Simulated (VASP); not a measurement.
Runs of VASP 6.6.1 on SiC. The structure is that of space group P6_3mc (No. 186), or close to it. The cells are those of the table. 

| task | level | potentials or basis | cell | k mesh | gap on the mesh (eV) | pressure (GPa) | largest force (eV/Å) |
| --- | --- | --- | --- | --- | --- | --- | --- |
| single point | PBE | VASP PAW PBE potentials, release 64 (Si, C) | a = 3.080, b = 3.080, c = 15.122 Å, angles 90.0, 90.0, 120.0°, 12 atoms | 10 × 10 × 2 | 2.02 | 3.2 | - |
| electric field gradients | PBE | VASP PAW PBE potentials, release 64 (Si, C) | a = 3.038, b = 3.038, c = 14.918 Å, angles 90.0, 90.0, 120.0°, 12 atoms | 10 × 10 × 2 | 2.00 | 13.1 | 0.01 |
| electric field gradients | LDA | VASP PAW LDA potentials, release 64 (Si, C) | a = 3.080, b = 3.080, c = 15.122 Å, angles 90.0, 90.0, 120.0°, 12 atoms | 16 × 16 × 3 | 1.96 | -4.1 | 0.01 |
| electric field gradients | PBE | VASP PAW PBE potentials, release 64 (Si, C) | a = 3.080, b = 3.080, c = 14.971 Å, angles 90.0, 90.0, 120.0°, 12 atoms | 10 × 10 × 2 | 2.03 | 5.5 | 0.11 |
| single point | PBE | VASP PAW PBE potentials, release 64 (Si, C) | a = 3.017, b = 3.017, c = 14.813 Å, angles 90.0, 90.0, 120.0°, 12 atoms | 16 × 16 × 3 | 2.00 | 18.8 | 0.01 |
| electric field gradients | r2SCAN | VASP PAW PBE potentials, release 64 (Si, C) | a = 3.080, b = 3.080, c = 15.122 Å, angles 90.0, 90.0, 120.0°, 12 atoms | 16 × 16 × 3 | (b) | (a) | 0.01 |

Alike in all rows: no spin polarisation; cutoff (eV) 520; smearing fermi-dirac 0.02 eV.

Estimate the missing entries.

(a) -0.5; (b) 2.39.

Caveats: the cell stands under pressure (at least some runs); the cell stands under tension (at least some runs); the stress differs along the axes, from 4 to 9 GPa (at least some runs); the PAW data sets were made with another functional, which shifts forces and pressure a little (at least some runs).

A k mesh can miss the band edges.
